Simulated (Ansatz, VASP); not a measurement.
## AgCl: VASP beside Ansatz

```xyz
2
Lattice="0.0000 2.7731 2.7731 2.7731 0.0000 2.7731 2.7731 2.7731 0.0000" Properties=species:S:1:pos:R:3 pbc="T T T"
Ag    2.7731    2.7731    2.8231
Cl    0.0000    0.0000    0.0000
```

Change from the starting cell: all Ag atoms moved -0.050 Å, as atom 1 towards its neighbour atom 2 (Cl) at 2.773 Å.

Alike in both runs: task single point; functional PBE; k mesh 8 × 8 × 8; occupations gaussian, width 0.05 eV; no spin polarisation.

|  | VASP | Ansatz |
| --- | --- | --- |
| version | VASP 6.6.1 | Ansatz 0.2.0 |
| potentials or method | VASP PAW PBE potentials, release 64 (Ag, Cl), cutoff 520 eV | scalar-relativistic, plane waves, PAW |
| valence electrons in the cell | 18 | 26 |

```csv
,VASP,Ansatz,Ansatz less VASP
gap on the k mesh at the Fermi level (eV),0.91,0.91,+0.003
least direct gap on the mesh (eV),3.08,3.08,+0.001
pressure (GPa),1.5,1.7,+0.14
"traceless stress, the component that is largest in VASP (GPa)",0.08,0.08,0.000
rms of the force components (eV/Å),0.033,0.034,+0.0006
```

Atom by atom the forces differ by 0.001 eV/Å (rms over components). VASP's potentials hold 18 valence electrons a cell and Ansatz's 26, so a difference there can come from the potentials and not from the codes.
